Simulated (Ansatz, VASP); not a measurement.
**Two plane-wave programs on GaP**

Contents of POSCAR:

```
GaP
1.0
    2.7252500000      2.7252500000      0.0000000000
   -2.7252500000      2.7252500000      0.0000000000
    0.0000000000      2.7252500000      2.7252500000
Ga P
1 1
Direct
    0.0000000000      0.0000000000      0.0000000000
    0.7500000000      0.2500000000      0.5000000000
```

Contents of INCAR.step1:

```
SYSTEM = GaP
PREC = Accurate
ENCUT = 520
ISMEAR = 0
SIGMA = 0.01
LREAL = .False.
LASPH = .True.
NELM = 60
NBANDS = 16
GGA = PE
ALGO = Normal
EDIFF = 1E-4
LWAVE = .True.
LCHARG = .False.
```

The input INCAR.step2:

```
SYSTEM = GaP
PREC = Accurate
ENCUT = 520
EDIFF = 1E-6
ISMEAR = 0
SIGMA = 0.01
LREAL = .False.
LASPH = .True.
NELM = 60
ALGO = Normal
ISIF = 2
LWAVE = .False.
LCHARG = .False.
METAGGA = R2SCAN
LMIXTAU = .True.
NBANDS = 16
ISTART = 1
```

Contents of KPOINTS:

```
regular mesh
0
Gamma
  8 8 8
  0 0 0
```

Input for Ansatz:

```yaml
crystal:
  lattice:
    - [2.72525, 2.72525, 0.0]
    - [-2.72525, 2.72525, 0.0]
    - [0.0, 2.72525, 2.72525]
  atoms:
    - { symbol: Ga, position: [0.0, 0.0, 0.0] }
    - { symbol: P, position: [0.75, 0.25, 0.5] }
kpoints:
  mp_grid: { grid: [8, 8, 8] }
scf:
  occupations: { method: fixed }
  convergence: { dr2_threshold: 1.0e-10 }
hamiltonian:
  xc: r2scan
  pseudopotentials: { kind: paw }
output:
  forces: true
  stress: true
  eigenstates:
    kpoints:
      - [0.0, 0.0, 0.0]
      - [0.425078193, -0.425078193, 0.0]
      - [0.425078193, 0.425078193, 0.425078193]
      - [0.0, 0.0, 0.425078193]
      - [0.5, 0.0, 0.0]
      - [0.0, 0.5, 0.5]
      - [0.0, -0.5, 0.0]
      - [0.5, 0.0, 0.5]
      - [-0.5, -0.5, -0.5]
      - [-0.5, 0.5, 0.0]
      - [0.0, 0.0, -0.5]
  eigenvalues: true
```

Change from the starting cell: unstrained.

Alike in both runs: task single point; functional r2SCAN; k mesh 8 × 8 × 8; no spin polarisation.

|  | VASP | Ansatz |
| --- | --- | --- |
| version | VASP 6.6.1 | Ansatz 0.2.0 |
| potentials or method | VASP PAW PBE potentials, release 64 (Ga_d, P) | PAW with Ansatz's default frozen-core files, scalar-relativistic |
| plane-wave cutoff (eV) | 520 | 500 |
| occupations | gaussian, width 0.01 eV | fixed |
| valence electrons in the cell | 18 | 18 |

Ansatz gave:

```
gap on the k mesh at the Fermi level (eV) : 1.89
pressure (GPa)                            : 0.0
```

Problem. What did VASP give for the same quantities?

Solution. gap on the k mesh at the Fermi level (eV): 1.90; pressure (GPa): 0.0.

VASP's potentials were made for PBE, not for r2SCAN.
